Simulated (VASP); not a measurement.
## Li16H (a cell with a defect): single point with PBEsol

System: Li16H (a cell with a defect).

```xyz
17
Lattice="6.9800 0.0000 0.0000 0.0000 6.9800 0.0000 0.0000 0.0000 6.9800" Properties=species:S:1:pos:R:3 pbc="T T T"
Li   -0.0596   -0.0603   -0.0001
Li    3.4699    0.0184   -0.0009
Li   -0.0649    3.5675   -0.0002
Li    0.0264    0.0396    3.4878
Li    1.7308    1.7472    1.7272
Li    3.4525    3.4663   -0.0008
Li    3.5040   -0.0105    3.4894
Li    5.2049    1.7539    1.7814
Li    0.0324    3.4565    3.4878
Li    1.7766    5.2383    1.7664
Li    1.7312    1.7473    5.2495
Li    3.5058    3.5141    3.4895
Li    5.2983    5.2360    1.6725
Li    5.2063    1.7539    5.1972
Li    1.7724    5.2384    5.2149
Li    5.2970    5.2359    5.3032
H     6.1039    5.2522   -0.0040
```

```json
{"Program": "VASP 6.6.1", "Task": "single point", "Functional": "PBEsol", "Potentials or basis": "VASP PAW PBE potentials, release 64 (Li_sv, H)", "Cutoff": "520 eV", "k mesh": "3 × 3 × 3", "Occupations": "fermi-dirac, width 0.1 eV", "Spin": "no spin polarisation", "Dipole correction": "no", "Further INCAR settings": "LREAL = Auto; ALGO = Normal; EDIFF = 1e-06; NBANDS = 38"}
```

| Item | Value |
| --- | --- |
| Largest force | 0.021 eV/Å |
| Band gap on the k mesh | zero (an odd number of electrons rules out a gap without spin polarisation) |

Forces on the atoms (eV/Å):
```
Li   0.006 -0.001 -0.001
Li  -0.009  0.001 -0.001
Li   0.008  0.008 -0.001
Li  -0.008 -0.009  0.000
Li  -0.008  0.000 -0.001
Li  -0.003  0.006 -0.001
Li   0.006 -0.001  0.001
Li   0.004 -0.001 -0.008
Li  -0.005  0.010  0.000
Li   0.011  0.004  0.002
Li  -0.007  0.000  0.001
Li   0.002 -0.005  0.000
Li  -0.009  0.003  0.004
Li   0.005 -0.001  0.009
Li   0.013  0.003 -0.005
Li  -0.010  0.004 -0.002
H    0.006 -0.020  0.004
```

Levels at points of the mesh, in eV from the Fermi level:
| k point | band 20 | band 21 | band 22 | band 23 | band 24 | band 25 | band 26 | band 27 | band 28 | band 29 |
| --- | --- | --- | --- | --- | --- | --- | --- | --- | --- | --- |
| (0.00, 0.00, 0.00) | -1.12 | -1.12 | -1.09 | -1.04 | -0.31 | 0.26 | 0.26 | 0.27 | 0.27 | 0.28 |

Wall time 8.5 min on 1 thread of Oxide Virtual Turin-like Processor, on a shared host, peak memory 0.37 GiB.

Caveat: the PAW data sets were made with another functional, which shifts forces and pressure a little.
